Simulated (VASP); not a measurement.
A run of VASP 6.6.1:

File INCAR:

```
SYSTEM = WBrF4
ALGO = Normal
EDIFF = 1E-7
ENCUT = 520
GGA = PE
ISIF = 2
ISMEAR = 0
ISPIN = 2
LASPH = .TRUE.
LCHARG = .FALSE.
LMAXMIX = 4
LORBIT = 11
LREAL = .FALSE.
LWAVE = .FALSE.
MAGMOM = 1.16 -0.11 -0.06 -0.06 -0.06 -0.06
NBANDS = 38
NELM = 150
PREC = Accurate
SIGMA = 0.1
```

File KPOINTS:

```
k-points
0
G
  4 4 4
  0 0 0
```

File POSCAR:

```
WBrF4
1.0
    0.0000000000      3.2081776552      3.2081776552
    3.2081776552      0.0000000000      3.2081776552
    3.2081776552      3.2081776552      0.0000000000
W Br F
1 1 4
Direct
    0.0000000000      0.0000000000      0.0000000000
    0.2500000000      0.2500000000      0.2500000000
    0.6261706585      0.6261706585      0.6261706585
    0.6261706585      0.1214880244      0.6261706585
    0.1214880244      0.6261706585      0.6261706585
    0.6261706585      0.6261706585      0.1214880244
```

Potentials or basis: VASP PAW PBE potentials, release 64 (W_sv, Br, F).

The run is started by

```bash
$ cat potpaw_PBE.64/W_sv/POTCAR potpaw_PBE.64/Br/POTCAR potpaw_PBE.64/F/POTCAR > POTCAR
$ mpirun -np 1 vasp_std > vasp.out
```

Hardware: 1 thread of Intel(R) Xeon(R) Platinum 8259CL CPU @ 2.50GHz (Skylake/Cascade Lake) (shared host).

Problem. How long does it take, and how much memory?

Solution. Run time: 74 s on 1 thread of Intel(R) Xeon(R) Platinum 8259CL CPU @ 2.50GHz (Skylake/Cascade Lake) (shared host), peak memory 0.25 GiB. Counts: scf iterations 21, k points 8.
